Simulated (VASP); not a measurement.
## TiAl: single point with LDA

The system is TiAl.

```xyz
2
Lattice="2.9571 0.0000 0.0000 0.0000 2.9571 0.0000 0.0000 0.0000 3.9054" Properties=species:S:1:pos:R:3 pbc="T T T"
Ti    0.0000    0.0000    0.0000
Al    1.4785    1.4785    1.9527
```

```
Program             : VASP 6.6.1
Task                : single point
Functional          : LDA
Potentials or basis : VASP PAW LDA potentials, release 64 (Ti_sv, Al)
Cutoff              : 520 eV
k mesh              : 16 × 16 × 16
Occupations         : gaussian, width 0.15 eV
Spin                : no spin polarisation
```

```yaml
Pressure: -11.2 GPa
Band_gap_on_the_k_mesh: zero (an odd number of electrons rules out a gap without spin polarisation)
```

Stress tensor (GPa, compression positive):
```
-13.00   0.00   0.00
  0.00 -13.00   0.00
  0.00   0.00  -7.67
```

Levels at points of the mesh, in eV from the Fermi level:
```tsv
k point	band 5	band 6	band 7	band 8	band 9	band 10	band 11	band 12
(0.00, 0.00, 0.00)	-8.75	-1.58	-0.82	0.50	1.81	1.81	2.70	6.65
(0.50, 0.00, 0.00)	-4.80	-4.47	-1.31	-0.24	1.29	2.11	3.85	5.61
(0.50, 0.50, 0.00)	-3.42	-0.81	-0.81	-0.62	-0.10	-0.10	3.60	4.41
(0.00, 0.00, 0.50)	-7.04	-5.03	-0.57	1.05	1.29	1.29	2.73	7.45
(0.50, 0.00, 0.50)	-4.88	-2.64	-1.31	-1.21	1.39	1.58	1.78	3.86
(0.50, 0.50, 0.50)	-2.46	-2.39	-2.39	1.00	2.04	2.73	3.60	3.68
```

Run time: 8.6 min on 1 thread of Intel Xeon 8259CL, on a shared host, peak memory 0.3 GiB.

Caveat: the stress differs along the axes, from -13 to -8 GPa.
